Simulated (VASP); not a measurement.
Input of a VASP 6.6.1 run:

The input INCAR:

```
PREC = Accurate ; ENCUT = 520
EDIFF = 1E-6 ; ISMEAR = 0
SIGMA = 0.1 ; LREAL = False
LASPH = True ; NELM = 150
ALGO = Normal ; ISIF = 2
LWAVE = False ; LCHARG = True
ISPIN = 2 ; MAGMOM = 1 1 1 1 1 1
LORBIT = 11 ; LMAXMIX = 4
GGA = PE ; LELF = True
LVHAR = True ; NBANDS = 46
```

Contents of KPOINTS:

```
Automatic mesh
0
Gamma
  6 6 2
```

POSCAR

```
Ir2Rh
1.0
    2.7391564000      0.0000000000      0.0000000000
   -1.3695782000      2.3721790000      0.0000000000
    0.0000000000      0.0000000000     13.2933463000
Ir Rh
4 2
Direct
    0.3333333000      0.6666667000      0.8329680000
    0.3333333000      0.6666667000      0.1670320000
    0.3333333000      0.6666667000      0.5000000000
    0.6666667000      0.3333333000      0.0000000000
    0.6666667000      0.3333333000      0.3341980000
    0.6666667000      0.3333333000      0.6658020000
```

Potentials or basis: VASP PAW PBE potentials, release 64 (Ir, Rh_pv).

Launch:

```bash
$ cat potpaw_PBE.64/Ir/POTCAR potpaw_PBE.64/Rh_pv/POTCAR > POTCAR
$ mpirun -np 1 vasp_std > vasp.out
```

**Question.** Predict the largest force.

**Answer.** 0.087 eV/Å.

**Question.** Predict the pressure.

**Answer.** 0.8 GPa.

**Question.** What does it give for the net moment?

**Answer.** 0.00 μB per cell.

Stress tensor (GPa, compression positive):
```
 3.26  0.00  0.00
 0.00  3.26  0.00
 0.00  0.00 -4.20
```

Caveat: the k points lie up to 0.44 Å⁻¹ apart, too coarse for converged energies and pressures of a metal.
